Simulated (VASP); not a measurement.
A run of VASP 6.6.1 is set up as follows.

The input INCAR:

```
SYSTEM = CaBe2O3
  PREC = Accurate
  ENCUT = 520
  EDIFF = 1E-6
  ISMEAR = 0
  SIGMA = 0.1
  LREAL = .FALSE.
  LASPH = .TRUE.
  NELM = 150
  ALGO = Normal
  ISIF = 2
  LWAVE = .FALSE.
  LCHARG = .FALSE.
  ISPIN = 2
  MAGMOM = 0 0 0 1 1 1
  LORBIT = 11
  GGA = PE
  NBANDS = 29
```

Contents of KPOINTS:

```
regular mesh
0
G
  6 6 2
  0 0 0
```

File POSCAR:

```
CaBe2O3
1.0
    3.5953412181      0.0000000000      0.0000000000
   -1.7976706090      3.1136568301      0.0000000000
    0.0000000000      0.0000000000      7.5821311518
Ca Be O
1 2 3
Direct
    0.6666666667      0.3333333333      0.0000000000
    0.3333333333      0.6666666667      0.3736200697
    0.3333333333      0.6666666667      0.6263799303
    0.6666666667      0.3333333333      0.5000000000
    0.0000000000      0.0000000000      0.0000000000
    0.0000000000      0.0000000000      0.5000000000
```

Potentials or basis: VASP PAW PBE potentials, release 64 (Ca_sv, Be, O).

Command:

```sh
$ cat potpaw_PBE.64/Ca_sv/POTCAR potpaw_PBE.64/Be/POTCAR potpaw_PBE.64/O/POTCAR > POTCAR
$ mpirun -np 1 vasp_std > vasp.out
```

(1) Estimate the largest force.

(2) What does it give for the band gap on the k mesh?

(3) Estimate the net moment.

(4) What does it give for the pressure?

Answers

(1) 0.032 eV/Å.

(2) zero (filled and empty bands overlap).

(3) 0.00 μB per cell.

(4) 0.4 GPa.

Caveat: the k points lie up to 0.41 Å⁻¹ apart.
